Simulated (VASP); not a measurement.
A run of VASP 6.6.1:

Contents of POSCAR:

```
Cu
1.0
    2.5451275091      0.0000000000      0.0000000000
   -1.2725637545      2.2041450787      0.0000000000
    0.0000000000      0.0000000000      4.1506644171
Cu
2
Direct
    0.3333333333      0.6666666667      0.2500000000
    0.6666666667      0.3333333333      0.7500000000
```

INCAR.step1

```
PREC     = Accurate       # precision mode
ENCUT    = 520            # plane-wave cutoff, eV
ISMEAR   = 0              # smearing method
SIGMA    = 0.1            # smearing width, eV
LREAL    = False          # projectors in reciprocal space
LASPH    = True           # aspherical terms in the spheres
NELM     = 150            # most SCF steps
LMAXMIX  = 4              # l up to which the mixer works
LDAU     = True           # DFT+U
LDAUTYPE = 2            
LDAUL    = 2              # shell
LDAUU    = 5              # U, eV
LDAUJ    = 0            
NBANDS   = 18             # bands
GGA      = PE             # functional
ALGO     = Normal         # electronic algorithm
EDIFF    = 1E-4           # SCF threshold, eV
LWAVE    = True           # write WAVECAR
LCHARG   = False          # write CHGCAR
```

INCAR.step2

```
PREC     = Accurate       # precision mode
ENCUT    = 520            # plane-wave cutoff, eV
EDIFF    = 1E-7           # SCF threshold, eV
ISMEAR   = 0              # smearing method
SIGMA    = 0.1            # smearing width, eV
LREAL    = False          # projectors in reciprocal space
LASPH    = True           # aspherical terms in the spheres
NELM     = 150            # most SCF steps
ALGO     = Normal         # electronic algorithm
ISIF     = 2              # what is computed and relaxed
LWAVE    = False          # write WAVECAR
LCHARG   = False          # write CHGCAR
LMAXMIX  = 4              # l up to which the mixer works
LDAU     = True           # DFT+U
LDAUTYPE = 2            
LDAUL    = 2              # shell
LDAUU    = 5              # U, eV
LDAUJ    = 0            
LDAUPRINT= 1            
METAGGA  = R2SCAN         # meta-GGA
LMIXTAU  = True         
NBANDS   = 18             # bands
ISTART   = 1
```

File KPOINTS:

```
Automatic mesh
0
Gamma
  18 18 10
```

Potentials or basis: VASP PAW PBE potentials, release 64 (Cu).

Launch:

```sh
$ cat potpaw_PBE.64/Cu/POTCAR > POTCAR
$ cp INCAR.step1 INCAR
$ mpirun -np 1 vasp_std > vasp.out
$ cp INCAR.step2 INCAR
$ mpirun -np 1 vasp_std > vasp.out
```

Hardware: 1 thread of Intel Xeon 6975P-C, on a shared host.

Task: How long does it take, and how much memory?

Result: It took 4.3 min on 1 thread of Intel Xeon 6975P-C (shared host), peak memory 0.2 GiB. Counts: k points 222.
